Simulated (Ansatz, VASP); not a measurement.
# One calculation of Sb, two programs

```
CELL_PARAMETERS angstrom
-3.12008 3.12152 1.66523
3.12152 -3.12008 1.66523
3.13879 3.13879 -1.66259
ATOMIC_POSITIONS crystal
Sb 0.99999 0.00001 0.00000
Sb 0.75001 0.24999 0.50000
```

Alike in both runs: task single point; functional RPBE; k mesh 12 × 12 × 8; occupations fermi-dirac, width 0.1 eV; no spin polarisation.

|  | VASP | Ansatz |
| --- | --- | --- |
| version | VASP 6.6.1 | Ansatz 0.2.0 |
| potentials or method | VASP PAW PBE potentials, release 64 (Sb), cutoff 520 eV | plane waves (420 eV) with PAW, scalar-relativistic |
| valence electrons in the cell | 10 | 30 |

```tsv
	VASP	Ansatz	Ansatz less VASP
pressure (GPa)	-3.4	-3.3	+0.11
traceless stress, the component that is largest in VASP (GPa)	0.14	0.14	+0.007
```

VASP's potentials were made for PBE, not for RPBE. With one functional, cell and mesh, what is left measures potentials, basis and numerics. VASP's potentials hold 10 valence electrons a cell and Ansatz's 30, so a difference there can come from the potentials and not from the codes.

Neither program's run includes spin-orbit coupling.
